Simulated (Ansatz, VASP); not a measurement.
# Two plane-wave programs on BeAg2F4

```
Be Ag F
1.0
    -1.78105    1.78105    7.73740
     1.78105   -1.78105    7.73740
     1.78105    1.78105   -7.73740
Be Ag F
1 2 4
Direct
  0.00000 0.00000 0.00000
  0.65690 0.65690 0.00000
  0.34310 0.34310 0.00000
  0.00000 0.50000 0.50000
  0.50000 0.00000 0.50000
  0.25000 0.75000 0.50000
  0.75000 0.25000 0.50000
```

Alike in both runs: functional PBE; k mesh 8 × 8 × 8; occupations gaussian, width 0.1 eV; no spin polarisation.

Ansatz relaxed the structure, and its values are those at the end. VASP's run is a single point on that final structure, the one shown.

```csv
,VASP,Ansatz
version,VASP 6.6.1,Ansatz 0.2.0
potentials or method,"VASP PAW PBE potentials, release 64 (Be, Ag, F), cutoff 520 eV","scalar-relativistic, plane waves, PAW"
valence electrons in the cell,52,68
```

```csv
,VASP,Ansatz,Ansatz less VASP
gap on the k mesh at the Fermi level (eV),none,none,-
pressure (GPa),-0.3,-0.1,+0.21
rms of the force components (eV/Å),0.010,0.005,-0.0048
```

A gap of «none» marks a metal or a gap that the smearing closes. VASP's potentials hold 52 valence electrons a cell and Ansatz's 68, so a difference there can come from the potentials and not from the codes.
